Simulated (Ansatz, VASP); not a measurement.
# NaCl in VASP and in Ansatz

INCAR

```
SYSTEM = NaCl
  ALGO = Normal
  EDIFF = 1E-6
  EDIFFG = -0.005
  ENCUT = 600
  GGA = PS
  IBRION = 2
  ISIF = 3
  ISMEAR = 0
  LASPH = .TRUE.
  LCHARG = .FALSE.
  LREAL = .FALSE.
  LWAVE = .FALSE.
  NELM = 80
  NSW = 70
  PREC = Accurate
  SIGMA = 0.02
```

The input KPOINTS:

```
k-points
0
G
  8 8 8
  0 0 0
```

Contents of POSCAR:

```
NaCl
1.0
    0.0000000000      2.8470933557      2.8470933557
    2.8470933557      0.0000000000      2.8470933557
    2.8470933557      2.8470933557      0.0000000000
Na Cl
1 1
Direct
    0.0000000000      0.0000000000      0.0000000000
    0.5000000000      0.5000000000      0.5000000000
```

Input for Ansatz:

```yaml
crystal:
  lattice:
    - [0.0, 2.8470933557, 2.8470933557]
    - [2.8470933557, 0.0, 2.8470933557]
    - [2.8470933557, 2.8470933557, 0.0]
  atoms:
    - { symbol: Na, position: [0.0, 0.0, 0.0] }
    - { symbol: Cl, position: [0.5, 0.5, 0.5] }
basis:
  ecutwfc: 420
kpoints:
  mp_grid: { grid: [8, 8, 8] }
hamiltonian:
  xc: pbesol
scf:
  occupations: { method: gaussian, width: 0.02 }
output:
  forces: true
  stress: true
  eigenvalues: true
relax:
  adjacent_minimum: "off"
  f_tol: 0.005
  max_steps: 50
  cell: { stress_tol: 0.05 }
```

Alike in both runs: task relaxation of cell and atoms; functional PBEsol; k mesh 8 × 8 × 8; occupations gaussian, width 0.02 eV; no spin polarisation.

```csv
,VASP,Ansatz
version,VASP 6.6.1,Ansatz 0.2.0
potentials or method,"VASP PAW PBE potentials, release 64 (Na_pv, Cl), cutoff 600 eV","scalar-relativistic, plane waves, PAW"
valence electrons in the cell,14,16
```

|  | VASP | Ansatz | Ansatz less VASP |
| --- | --- | --- | --- |
| gap on the k mesh at the Fermi level, each at its own relaxed structure (eV) | 5.00 | 5.02 | +0.018 |
| relaxed volume (Å³/atom) | 22.02 | 21.93 | -0.087 |
| relaxed cell length with the largest relative difference (Å) | 3.964 | 3.959 | -0.0052 |

VASP's potentials were made for PBE, not for PBEsol. VASP's potentials hold 14 valence electrons a cell and Ansatz's 16, so a difference there can come from the potentials and not from the codes.
